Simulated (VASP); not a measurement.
Wanted: the native input for a VASP 6.6.1 run.

| Item | Value |
| --- | --- |
| Task | single point |
| Functional | PBE |
| Potentials or basis | VASP PAW PBE potentials, release 64 (Si, O, F) |
| Cutoff | 520 eV |
| k mesh | 1 × 1 × 1 |
| Occupations | fermi-dirac, width 0.01 eV |
| Spin | collinear spin |
| Fixed moment | 1 μB |
| Dipole correction | no |
| Further INCAR settings | LREAL = Auto; ALGO = Normal; EDIFF = 1e-06; NBANDS = 242 |

The structure of Si24O48F (a cell with a defect) lies in POSCAR:

```
Si24O48F
1.0
   10.0416380600      0.0000000000      0.0000000000
   -5.0208190300      8.6963136500      0.0000000000
    0.0000000000      0.0000000000     11.0185484200
Si O F
24 48 1
Direct
   -0.0046987842      0.2502355696      0.1761408968
    0.2484288545      0.2560581517      0.0025060470
    0.2387189818      0.0021840289      0.3341334865
   -0.0051241755      0.2439484229      0.6628177979
    0.2577843909      0.2615934856      0.5001193252
    0.2363835397     -0.0012354660      0.8354523345
    0.0039002108      0.7410301950      0.1668279641
    0.2612034987      0.7597869932      0.0007016351
    0.2725755356      0.5224834548      0.3294860504
   -0.0020068438      0.7382130243      0.6624147503
    0.2642097794      0.7660560863      0.4985171177
    0.2322915206      0.4980506884      0.8341463548
    0.4953617653      0.2410958349      0.1649946917
    0.7586928153      0.2620031995     -0.0010329854
    0.7410839513      0.0092978477      0.3343230759
    0.4976757306      0.2428047199      0.6688721344
    0.7576412686      0.2678988010      0.5000229422
    0.7404978638      0.0025347522      0.8305508721
    0.5203756576      0.7562503222      0.1626610813
    0.7798685194      0.7749304212     -0.0057889658
    0.7348485506      0.5047573232      0.3307600839
    0.4971826930      0.7366389091      0.6702459996
    0.7570437497      0.7634802822      0.4999654936
    0.7396101654      0.5029011344      0.8314408260
    0.1538738832      0.4228375549      0.2176105153
    0.2887298411      0.4190038615      0.4331369994
    0.1131333471      0.2009546884      0.1038030561
    0.2045734893      0.1279980282      0.3980226644
    0.4094643524      0.2924883005      0.0661847616
    0.3715210192      0.0820970849      0.2312967101
    0.0737188942      0.3734317931      0.7682814176
    0.2817528122      0.4148133503      0.9365355223
    0.1218590098      0.2111484330      0.5994209716
    0.1978486430      0.1207789924      0.9009822911
    0.4154501697      0.2946073593      0.5663741504
    0.3721946467      0.0848552651      0.7351700688
    0.0800025664      0.8714378649      0.2723375971
    0.2971272005      0.9268029333      0.4375380328
    0.1331976167      0.7082273303      0.1078066688
    0.2252889077      0.6398013255      0.3897674935
    0.4192572864      0.7826691026      0.0610998812
    0.4253007468      0.6028295679      0.2463510525
    0.0825092504      0.8700355466      0.7659939112
    0.2926465214      0.9193974967      0.9373281857
    0.1199459681      0.7031984179      0.5919253382
    0.2019021709      0.6269655419      0.8969901137
    0.4172732958      0.7949538481      0.5706468548
    0.3686359977      0.5772321701      0.7330424746
    0.5768325993      0.3770550525      0.2657452587
    0.7827128667      0.4253350499      0.4377324323
    0.6204923893      0.2096572264      0.0973434031
    0.6998321471      0.1285870134      0.4017371283
    0.9149218096      0.2932009013      0.0655789649
    0.8811902240      0.0789479345      0.2359443278
    0.5772067591      0.3789975997      0.7696352257
    0.7930488391      0.4200078501      0.9313617918
    0.6251282263      0.2119591213      0.6044583865
    0.7055910861      0.1247844827      0.8992173581
    0.9190502460      0.3044327869      0.5625206483
    0.8635735649      0.0831928365      0.7211596026
    0.5852602507      0.8960844001      0.2593509500
    0.7830506980      0.9214717089      0.4385417948
    0.6517707668      0.7328561568      0.0992338517
    0.7052841704      0.6338394890      0.3942882342
    0.9369278609      0.8010885164      0.0580801550
    0.8691549725      0.5837865565      0.2280365711
    0.5790358366      0.8679018839      0.7743563557
    0.8127174493      0.9311545473      0.9252459227
    0.6215699138      0.7039411464      0.6020579796
    0.7151132476      0.6338596125      0.8973546808
    0.9165219847      0.7965640706      0.5645059370
    0.8711285466      0.5792603858      0.7266599642
   -0.0577617389      0.3294194661      0.2987365372
```

These files were run (other wordings do the same):

INCAR

```
SYSTEM = Si24O48F
ALGO = Normal ; EDIFF = 1E-6
ENCUT = 520 ; GGA = PE
GGA_COMPAT = .False. ; ISIF = 2
ISMEAR = -1 ; ISPIN = 2
LASPH = .True. ; LCHARG = .True.
LELF = .True. ; LORBIT = 11
LREAL = Auto ; LVHAR = .True.
LWAVE = .False. ; MAGMOM = 0 0 0 0 0 0 0 0 0 0 0 0 0 0 0 0 0 0 0 0 0 0 0 0 0.44 0 0.01 0 0 0 0 0 0 0 0 0 0 0 0 0.01 0 0.12 0 0 0 0 0 0 0 0 0 0.01 0.01 0.06 0 0 0 0 0 0 0.03 0 0 0 0 0 0 0 0 0 0 0 0.18
NBANDS = 242 ; NELM = 200
NUPDOWN = 1.0 ; PREC = Accurate
SIGMA = 0.01
```

KPOINTS

```
k-points
0
Gamma
  1 1 1
  0 0 0
```

Potentials or basis: VASP PAW PBE potentials, release 64 (Si, O, F).

Run with:

```console
$ cat potpaw_PBE.64/Si/POTCAR potpaw_PBE.64/O/POTCAR potpaw_PBE.64/F/POTCAR > POTCAR
$ mpirun -np 1 vasp_gam > vasp.out
```

It gave:

```
Pressure                                              : 0.9 GPa
Largest force                                         : 0.337 eV/Å
Net moment                                            : 1.00 μB per cell
Site moments                                          : Si -0.01, -0.00, +0.00 (each value once); O +0.41, +0.00, +0.09, -0.00, +0.01, +0.07, +0.03 (each value once); F +0.23 μB
Valence electrons inside the program's atomic spheres : Si 1.52, 1.61, 1.62, 1.60, 1.63, 1.64 (each value once); O 5.09, 5.25, 5.19, 5.24, 5.23, 5.21 (each value once); F 6.07
```

Caveat: the k points lie up to 0.72 Å⁻¹ apart; the total moment is fixed, so each spin has its own Fermi level and the state may be an excited one.

Wall time 39 min on 1 thread of Intel Xeon 8259CL (shared host), peak memory 1.4 GiB.
